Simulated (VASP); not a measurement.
# Al6TlInBiB2N9 (P1) in VASP: relaxation of cell and atoms with PBEsol

Aim: the relaxation of cell and atoms of Al6TlInBiB2N9 with PBEsol.

Program: VASP 6.6.1. These are calculated values, not measurements. Logs are shortened: lines on timing, memory, paths and dates and some standing lists are left out, and cuts for length are marked.

### Step 1. The cell of the first run

The typed cell holds 20 atoms: a = 5.566 Å, b = 5.566 Å, c = 8.503 Å, α = 83.74°, β = 70.89°, γ = 70.53°.

### Step 2. Relaxation of cell and atoms, PBEsol

Contents of INCAR:

```
ALGO     = Normal         # electronic algorithm
EDIFF    = 1E-7           # SCF threshold, eV
EDIFFG   = -0.04          # ionic threshold
ENCUT    = 700            # plane-wave cutoff, eV
GGA      = PS             # functional
GGA_COMPAT= F            
IBRION   = 2              # ionic algorithm
ISIF     = 3              # what is computed and relaxed
ISMEAR   = 0              # smearing method
ISYM     = -1           
KPAR     = 1            
LASPH    = T              # aspherical terms in the spheres
LCHARG   = F              # write CHGCAR
LREAL    = Auto         
LWAVE    = F              # write WAVECAR
NELM     = 120            # most SCF steps
NELMIN   = 4            
NSW      = 70             # ionic steps
PREC     = Accurate       # precision mode
SIGMA    = 0.1            # smearing width, eV
```

Contents of KPOINTS:

```
explicit points
9
Reciprocal
  0.00000000   0.00000000   0.25000000 2
  0.00000000   0.33333333   0.25000000 2
  0.00000000   0.33333333   0.75000000 2
  0.33333333   0.00000000   0.25000000 2
  0.33333333   0.00000000   0.75000000 2
  0.33333333   0.33333333   0.25000000 2
  0.33333333   0.33333333   0.75000000 2
  0.33333333   0.66666667   0.25000000 2
  0.33333333   0.66666667   0.75000000 2
```

Contents of POSCAR:

```
Al6TlInBiB2N9
1.0
    2.2724506600      2.2724506600      4.5449013200
   -2.2724506600     -2.2724506600      4.5449013200
    6.8173519800     -4.5449013200      2.2724506600
B N Al In Tl Bi
2 9 6 1 1 1
Direct
    0.6043265326      0.9958894903      0.7989306055
    0.3015856074      0.4974255284      0.3977201012
    0.5772627677      0.8714708886      0.5997583987
    0.4793028154      0.3722860352      0.7984945932
    0.9722261685      0.8798944174      0.8035187598
    0.3678013653      0.8798050487      0.0013462869
    0.7727651858      0.8770075226      0.2023782964
    0.6779727810      0.3752106953      0.4022894197
    0.1732497556      0.8692196264      0.3997581880
    0.0728269948      0.3795068371      0.5996510990
    0.8761069565      0.3767484296      0.9984072279
    0.0015675856      0.9980251713      0.9977650504
    0.4022915587      0.0039421088      0.1979571145
    0.7947298730      0.0027667009      0.3986949967
    0.6993828205      0.5000926060      0.6001653644
    0.4989622569      0.5043009423      0.0000382607
    0.8975296248      0.5016052946      0.2043248250
    0.1021079396      0.4970726917      0.7951542843
    0.1953919564      0.0039806804      0.6004441959
    0.2770324386      0.3787323986      0.2000918484
```

Potentials or basis: VASP PAW PBE potentials, release 64 (B, N, Al, In_d, Tl_d, Bi_d).

Command:

```console
$ cat potpaw_PBE.64/B/POTCAR potpaw_PBE.64/N/POTCAR potpaw_PBE.64/Al/POTCAR potpaw_PBE.64/In_d/POTCAR potpaw_PBE.64/Tl_d/POTCAR potpaw_PBE.64/Bi_d/POTCAR > POTCAR
$ mpirun -np 4 vasp_std > vasp.out
```

OUTCAR:

```text
EDIFF = 1E-7
   EDIFFG = -0.04
   ENCUT = 700
   GGA = PS
   IBRION = 2
   ISIF = 3
   ISMEAR = 0
   ISYM = -1
   LASPH = T
   LREAL = Auto
   NELM = 120
   NELMIN = 4
   NSW = 70
   PREC = Accurate

 ion  position               nearest neighbor table
   1  0.604  0.996  0.799-   5 1.94   3 1.97
   2  0.302  0.497  0.398-  20 1.93   9 1.95  10 1.97
   3  0.577  0.871  0.600-  15 1.95   1 1.97  14 1.97  19 2.00
   4  0.479  0.372  0.798-  15 1.95  16 1.98  18 1.99
   5  0.972  0.880  0.804-  12 1.92   1 1.94  19 1.98  18 2.01
   6  0.368  0.880  0.001-  12 1.93  13 1.96  16 1.97
   7  0.773  0.877  0.202-  14 1.93  13 1.96  17 1.97  12 1.99
   8  0.678  0.375  0.402-  15 1.94  17 1.95  14 1.96
   9  0.173  0.869  0.400-   2 1.95  14 1.99  19 1.99  13 2.01
  10  0.073  0.380  0.600-  18 1.92  15 1.96   2 1.97  19 1.97
  11  0.876  0.377  0.998-  16 1.98  18 1.98  12 1.99  17 2.01
  12  0.002  0.998  0.998-   5 1.92   6 1.93  11 1.99   7 1.99  16 3.19  19 3.19  13 3.20  18 3.22
                            14 3.22  17 3.22  13 3.23  18 3.23  16 3.24  17 3.26
  13  0.402  0.004  0.198-   7 1.96   6 1.96  20 1.97   9 2.01  14 3.18  12 3.20  16 3.20  16 3.21
                            17 3.21  17 3.22  12 3.23  19 3.23  14 3.25
  14  0.795  0.003  0.399-   7 1.93   8 1.96   3 1.97   9 1.99  13 3.18  17 3.19  17 3.19  19 3.21
                            15 3.22  12 3.22  15 3.22  19 3.23  13 3.25
  15  0.699  0.500  0.600-   8 1.94   3 1.95   4 1.95  10 1.96  17 3.18  19 3.19  18 3.19  18 3.20
                            16 3.21  14 3.22  14 3.22  19 3.24
  16  0.499  0.504  0.000-  20 1.96   6 1.97  11 1.98   4 1.98  12 3.19  13 3.20  13 3.21  15 3.21
                            18 3.23  17 3.23  17 3.23  12 3.24  18 3.24
  17  0.898  0.502  0.204-   8 1.95   7 1.97  20 1.98  11 2.01  15 3.18  14 3.19  14 3.19  13 3.21
                            13 3.22  12 3.22  16 3.23  16 3.23  12 3.26  18 3.29
  18  0.102  0.497  0.795-  10 1.92  11 1.98   4 1.99   5 2.01  19 3.17  15 3.19  15 3.20  12 3.22
                            19 3.22  16 3.23  12 3.23  16 3.24  17 3.29  20 3.81
  19  0.195  0.004  0.600-  10 1.97   5 1.98   9 1.99   3 2.00  18 3.17  15 3.19  12 3.19  14 3.21
                            18 3.22  14 3.23  13 3.23  15 3.24  20 3.77
  20  0.277  0.379  0.200-   2 1.93  16 1.96  13 1.97  17 1.98  19 3.77  18 3.81

IMPORTANT INFORMATION: All symmetrisations will be switched off!
NOSYMM: (Re-)initialisation of all symmetry stuff for point group C_1.

----------------------------------------------------------------------------------------

                                     Primitive cell

  volume of cell :     234.7002

  direct lattice vectors                    reciprocal lattice vectors
     2.272450660  2.272450660  4.544901320     0.066008034  0.154018746  0.110013390
    -2.272450660 -2.272450660  4.544901320    -0.110013390 -0.110013390  0.110013390
     6.817351980 -4.544901320  2.272450660     0.088010712 -0.088010712  0.000000000

  length of vectors
     5.566344583  5.566344583  8.502731798     0.200453936  0.190548780  0.124465942

  position of ions in fractional coordinates (direct lattice)
     0.604326533  0.995889490  0.798930605
     0.301585607  0.497425528  0.397720101
     0.577262768  0.871470889  0.599758399
     0.479302815  0.372286035  0.798494593
     0.972226169  0.879894417  0.803518760
     0.367801365  0.879805049  0.001346287
[... 12 lines left out ...]
     0.195391956  0.003980680  0.600444196
     0.277032439  0.378732399  0.200091848

  ion indices of the primitive-cell ions
   primitive index   ion index
                 1           1
                 2           2
                 3           3
                 4           4
                 5           5
                 6           6
[... 12 lines left out ...]
                19          19
                20          20

----------------------------------------------------------------------------------------

 KPOINTS: explicit points

Read explicit list of k-points.

 Found      9 k-points:

 Following reciprocal coordinates:
            Coordinates               Weight
  0.000000  0.000000  0.250000      0.111111
  0.000000  0.333333  0.250000      0.111111
  0.000000  0.333333  0.750000      0.111111
  0.333333  0.000000  0.250000      0.111111
  0.333333  0.000000  0.750000      0.111111
  0.333333  0.333333  0.250000      0.111111
  0.333333  0.333333  0.750000      0.111111
  0.333333  0.666667  0.250000      0.111111
  0.333333  0.666667  0.750000      0.111111
   k-points           NKPTS =      9   k-points in BZ     NKDIM =      9   number of bands    NBANDS=     68
   number of dos      NEDOS =    301   number of ions     NIONS =     20
   total plane-waves  NPLWV = 184320
   dimension x,y,z NGX =    48 NGY =   48 NGZ =   80
   dimension x,y,z NGXF=    96 NGYF=   96 NGZF=  160
   ions per type =               2   9   6   1   1   1
   NGX,Y,Z   is equivalent  to a cutoff of  14.34, 14.34, 15.64 a.u.
   NGXF,Y,Z  is equivalent  to a cutoff of  28.67, 28.67, 31.28 a.u.
 SYSTEM =  unknown system
   PREC   = accura    normal or accurate (medium, high low for compatibility)
   ISTART =      0    job   : 0-new  1-cont  2-samecut
   ICHARG =      2    charge: 1-file 2-atom 10-const
   ISPIN  =      1    spin polarized calculation?
   LNONCOLLINEAR =      F non collinear calculations
   LSORBIT =      F    spin-orbit coupling
   LASPH  =      T    aspherical Exc in radial PAW
   ENCUT  =  700.0 eV  51.45 Ry    7.17 a.u.  12.01 12.01 18.34*2*pi/ulx,y,z
   NELM   =    120;   NELMIN=  4; NELMDL= -5     # of ELM steps
   EDIFF  = 0.1E-06   stopping-criterion for ELM
   LREAL  =      T    real-space projection
   EDIFFG = -.4E-01   stopping-criterion for IOM
   NSW    =     70    number of steps for IOM
   IBRION =      2    ionic relax: 0-MD 1-quasi-New 2-CG
   NFREE  =      1    steps in history (QN), initial steepest desc. (CG)
   ISIF   =      3    stress and relaxation
   ISYM   =     -1    0-nonsym 1-usesym 2-fastsym
   POTIM  = 0.5000    time-step for ionic-motion
   TEBEG  =    0.0;   TEEND  =   0.0 temperature during run
   PSTRESS=    0.0 pullay stress
   NELECT =     110.0000    total number of electrons
   NUPDOWN=      -1.0000    fix difference up-down
   EMIN   =  10.00;   EMAX   =-10.00  energy-range for DOS
   EFERMI =   0.00;   METHOD = LEGACY
   ISMEAR =     0;   SIGMA  =   0.10  broadening in eV -4-tet -1-fermi 0-gaus
   EFERMI_NEDOS =   21; number of points for ismear=-14 and -15
   IALGO  =     38    algorithm
   IMIX   =      4    mixing-type and parameters
     AMIX     =   0.40;   BMIX     =  1.00
     AMIX_MAG =   1.60;   BMIX_MAG =  1.00
  volume/ion in A,a.u.               =      11.74        79.19
  Fermi-wavevector in a.u.,A,eV,Ry     =   1.271651  2.403072 22.001930  1.617096
  Thomas-Fermi vector in A             =   2.404572
   LORBIT       =      0    0 simple, 1 ext, 2 COOP (PROOUT), +10 PAW based schemes
   GGA     = PS    functional components
   LHFCALC =     F    Hartree Fock is set to
   AEXX    =    0.0000 exact exchange contribution
   IVDW    =     0    specifies the selected vdW correction
   LEPSILON=     F    determine dielectric tensor
   LRPA    =     F    only Hartree local field effects (RPA)
 conjugate gradient relaxation of ions
 non-spin polarized calculation
 Gauss-broadening in eV      SIGMA  =   0.10
  energy-cutoff  :      700.00
  volume of cell :      234.70
 maximum number of plane-waves:      9897
   NGX = 25   NGY = 25   NGZ = 37

--------------------------------------- Ionic step        1  -------------------------------------------

 number of electron     110.0000000 magnetization

 Free energy of the ion-electron system (eV)
  ---------------------------------------------------
  ext. energy  EPLUGINS =         0.00000000
  ---------------------------------------------------
  free energy    TOTEN  =      -117.68435417 eV

  energy without entropy =     -117.68435417  energy(sigma->0) =     -117.68435417

------------------------ aborting loop because EDIFF is reached ----------------------------------------

  FORCE on cell =-STRESS in cart. coord.  units (eV):
  Direction    XX          YY          ZZ          XY          YZ          ZX
  --------------------------------------------------------------------------------------
  -------------------------------------------------------------------------------------
  Total       33.6611090     34.8432610     34.3951524      3.6856416      4.0392946     -6.1448670
  in kB      229.7870871    237.8570307    234.7980236     25.1599803     27.5741877    -41.9478484
  external PRESSURE =     234.1473805 kB  Pullay stress =       0.0000000 kB
[... 143 lines left out ...]
  FREE ENERGIE OF THE ION-ELECTRON SYSTEM (eV)
  ---------------------------------------------------
  free  energy   TOTEN  =      -130.9046454863 eV

  energy  without entropy=     -130.9006271654  energy(sigma->0) =     -130.90263633

[... ionic steps 4 to 21 ...]

--------------------------------------- Ionic step       22  -------------------------------------------

 number of electron     110.0000002 magnetization

------------------------ aborting loop because EDIFF is reached ----------------------------------------

  FORCE on cell =-STRESS in cart. coord.  units (eV):
  Direction    XX          YY          ZZ          XY          YZ          ZX
  --------------------------------------------------------------------------------------
  -------------------------------------------------------------------------------------
  Total       -0.1038570     -0.0986025     -0.0293656     -0.0016917     -0.0830596      0.0391486
  in kB       -0.7096718     -0.6737670     -0.2006598     -0.0115599     -0.5675596      0.2675090
  external PRESSURE =      -0.5280328 kB  Pullay stress =       0.0000000 kB
[... 93 lines left out ...]
  energy  without entropy=     -136.1826047148  energy(sigma->0) =     -136.18278773

--------------------------------------- Ionic step       24  -------------------------------------------

 number of electron     110.0000002 magnetization

 Free energy of the ion-electron system (eV)
  ---------------------------------------------------
  ext. energy  EPLUGINS =         0.00000000
  ---------------------------------------------------
  free energy    TOTEN  =      -136.18388728 eV

  energy without entropy =     -136.18354021  energy(sigma->0) =     -136.18371374

 E-fermi :   8.4229     XC(G=0): -11.2973

 val. band max:        8.2334639224   @ k =   0.0000   0.0000   0.2500
 cond. band min:       8.6122514445   @ k =   0.0000   0.0000   0.2500
 fundamental gap:      0.3787875221
 Fermi energy:         8.4228583164

 k-point     1 :       0.0000    0.0000    0.2500
  band No.  band energies     occupation
      1     -13.7370      2.00000
      2     -13.6967      2.00000
      3     -13.6797      2.00000
      4     -13.6396      2.00000
      5     -13.5812      2.00000
      6      -9.1590      2.00000
[... 619 lines left out ...]
     66      13.2296      0.00000
     67      13.6324      0.00000
 [bands above 67 left out]

------------------------ aborting loop because EDIFF is reached ----------------------------------------

  FORCE on cell =-STRESS in cart. coord.  units (eV):
  Direction    XX          YY          ZZ          XY          YZ          ZX
  --------------------------------------------------------------------------------------
  -------------------------------------------------------------------------------------
  Total        0.0637769      0.0377656      0.1022357     -0.0487983      0.0201190     -0.0086630
  in kB        0.4360088      0.2581833      0.6989314     -0.3336082      0.1375431     -0.0592241
  external PRESSURE =       0.4643745 kB  Pullay stress =       0.0000000 kB
[... 35 lines left out ...]
  FREE ENERGIE OF THE ION-ELECTRON SYSTEM (eV)
  ---------------------------------------------------
  free  energy   TOTEN  =      -136.1838872797 eV

  energy  without entropy=     -136.1835402083  energy(sigma->0) =     -136.18371374

 reached required accuracy - stopping structural energy minimisation
```

Run time: 27 min. Hardware: 4 MPI ranks of Intel Xeon Platinum 8259CL at 2.50GHz (Skylake/Cascade Lake), shared host; peak memory 0.27 GiB.

Results:

```yaml
Free_energy: -136.1839 eV
Relaxed_volume: 11.72 Å³/atom
Relaxed_cell: a = 5.498 Å, b = 5.445 Å, c = 8.623 Å, α = 83.55°, β = 71.24°, γ = 73.57°
Space_group_after_relaxing_to_0.1_Å: P1 (No. 1)
Energy_gained_by_relaxing: 925.0 meV/atom
Ionic_steps: 24
Pressure_after_relaxing: 0.0 GPa
Largest_force_after_relaxing: 0.038 eV/Å
Band_gap_on_the_k_mesh: 0.38 eV
```

Forces on the atoms (eV/Å):
```
B    0.002  0.006 -0.014
B    0.009 -0.003  0.006
N   -0.004 -0.018  0.000
N    0.007  0.002 -0.005
N   -0.017 -0.009  0.007
N    0.021  0.005 -0.004
N   -0.013  0.007  0.013
N   -0.011 -0.002  0.002
N    0.002 -0.007 -0.007
N    0.018  0.012 -0.007
N    0.014  0.015 -0.009
Al  -0.006  0.006  0.025
Al  -0.023 -0.008  0.012
Al  -0.003  0.020  0.009
Al   0.015 -0.006  0.008
Al  -0.002 -0.004 -0.010
Al  -0.021 -0.001  0.007
In   0.011 -0.001 -0.025
Tl  -0.025  0.013 -0.003
Bi   0.027 -0.026 -0.007
```

The path:
| step | energy change (eV) | largest force (eV/Å) | pressure (GPa) | volume (Å³) |
| --- | --- | --- | --- | --- |
| 1 | 0.0000 | 18.4001 | 23.41 | 234.70 |
| 2 | -5.2935 | 9.9407 | -17.77 | 297.81 |
| 3 | -13.2203 | 4.5282 | -10.34 | 262.28 |
| 4 | -13.2832 | 4.7110 | -9.63 | 260.93 |
| 5 | -13.3194 | 5.0098 | -8.38 | 258.73 |
| 6 | -16.5500 | 2.4651 | -2.69 | 241.37 |
| 7 | -16.7491 | 3.3754 | 2.22 | 234.16 |
| 8 | -17.5927 | 3.7655 | 4.80 | 231.07 |
| 9 | -17.7036 | 2.7924 | 3.75 | 231.82 |
| 10 | -18.2414 | 1.6521 | -3.10 | 239.42 |
| 11 | -18.2662 | 1.5319 | -2.09 | 238.04 |
| 12 | -18.4302 | 0.4870 | -0.21 | 235.19 |
| 13 | -18.4303 | 0.4714 | -0.27 | 235.26 |
| 14 | -18.4658 | 0.2153 | 0.23 | 234.39 |
| 15 | -18.4671 | 0.2371 | 0.36 | 234.19 |
| 16 | -18.4807 | 0.1300 | -0.13 | 234.71 |
| 17 | -18.4821 | 0.1580 | -0.35 | 234.95 |
| 18 | -18.4908 | 0.1070 | 0.04 | 234.42 |
| 19 | -18.4919 | 0.1815 | 0.23 | 234.16 |
| 20 | -18.4968 | 0.0964 | 0.00 | 234.38 |
| 21 | -18.4968 | 0.0919 | 0.01 | 234.37 |
| 22 | -18.4986 | 0.0520 | -0.05 | 234.47 |
| 23 | -18.4986 | 0.0563 | -0.06 | 234.48 |
| 24 | -18.4995 | 0.0383 | 0.05 | 234.36 |

Final structure:
```yaml
crystal:
  lattice:
    - [2.34002, 2.32510, 4.39809]
    - [-2.25437, -2.34722, 4.36543]
    - [6.89345, -4.65935, 2.26263]
  atoms:
    - { symbol: B, position: [0.61740, 0.00317, 0.79505] }
    - { symbol: B, position: [0.29238, 0.52332, 0.44283] }
    - { symbol: N, position: [0.62561, 0.87751, 0.62481] }
    - { symbol: N, position: [0.54824, 0.32100, 0.77789] }
    - { symbol: N, position: [0.89844, 0.91149, 0.82845] }
    - { symbol: N, position: [0.40036, 0.88397, 0.94996] }
    - { symbol: N, position: [0.76003, 0.87396, 0.20792] }
    - { symbol: N, position: [0.60523, 0.40636, 0.42613] }
    - { symbol: N, position: [0.19089, 0.81361, 0.38802] }
    - { symbol: N, position: [0.08566, 0.43335, 0.58191] }
    - { symbol: N, position: [0.85473, 0.36951, 0.01150] }
    - { symbol: Al, position: [0.98016, 0.00630, 0.00649] }
    - { symbol: Al, position: [0.41729, 0.91237, 0.17656] }
    - { symbol: Al, position: [0.79955, 0.99463, 0.40565] }
    - { symbol: Al, position: [0.72097, 0.50741, 0.59279] }
    - { symbol: Al, position: [0.55420, 0.51601, 0.94232] }
    - { symbol: Al, position: [0.79360, 0.51365, 0.21664] }
    - { symbol: In, position: [0.12859, 0.50692, 0.80985] }
    - { symbol: Tl, position: [0.20925, 0.00969, 0.60022] }
    - { symbol: Bi, position: [0.26185, 0.38074, 0.21189] }
```

Caveat: the PAW data sets were made with another functional, which shifts forces and pressure a little; spin-orbit coupling is left out, which moves the levels of the heavy elements; a shifted mesh leaves out Γ, where band edges can lie. A k mesh can miss the band edges.
